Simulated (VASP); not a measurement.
Si2Mo:

```
Mo Si
1.0
    -1.60000    1.60000    3.93050
     1.60000   -1.60000    3.93050
     1.60000    1.60000   -3.93050
Mo Si
1 2
Direct
  0.00000 0.00000 0.00000
  0.66700 0.66700 0.00000
  0.33300 0.33300 0.00000
```

```yaml
Program: VASP 6.6.1
Task: relaxation of cell and atoms
Functional: PBE
Potentials_or_basis: VASP PAW PBE potentials, release 64 (Mo_sv, Si)
Cutoff: 600 eV
k_mesh: 12 × 12 × 12
Occupations: fermi-dirac, width 0.05 eV
Spin: no spin polarisation
```

At the start: pressure 2.4 GPa; volume 13.42 Å³/atom.

Question: How do energy, volume and symmetry change on relaxing?

Answer: Over 6 steps the energy falls by 2.8 meV/atom and the volume is 13.59 Å³/atom (+1.3 %); space group I4/mmm (No. 139, to 0.1 Å) before and after.

The path:
| step | energy change (eV) | largest force (eV/Å) | pressure (GPa) | volume (Å³) |
| --- | --- | --- | --- | --- |
| 1 | 0.0000 | 0.2743 | 2.37 | 40.25 |
| 2 | -0.0015 | 0.0896 | -3.23 | 41.42 |
| 3 | -0.0066 | 0.1730 | -0.69 | 40.86 |
| 4 | -0.0084 | 0.0106 | 0.13 | 40.74 |
| 5 | -0.0084 | 0.0141 | 0.02 | 40.76 |
| 6 | -0.0085 | 0.0039 | -0.01 | 40.76 |

Final structure:
```xyz
3
Lattice="-1.6086 1.6086 3.9382 1.6086 -1.6086 3.9382 1.6086 1.6086 -3.9382" Properties=species:S:1:pos:R:3 pbc="T T T"
Mo    0.0000    0.0000    0.0000
Si    0.0000    0.0000    5.2370
Si    0.0000    0.0000    2.6394
```
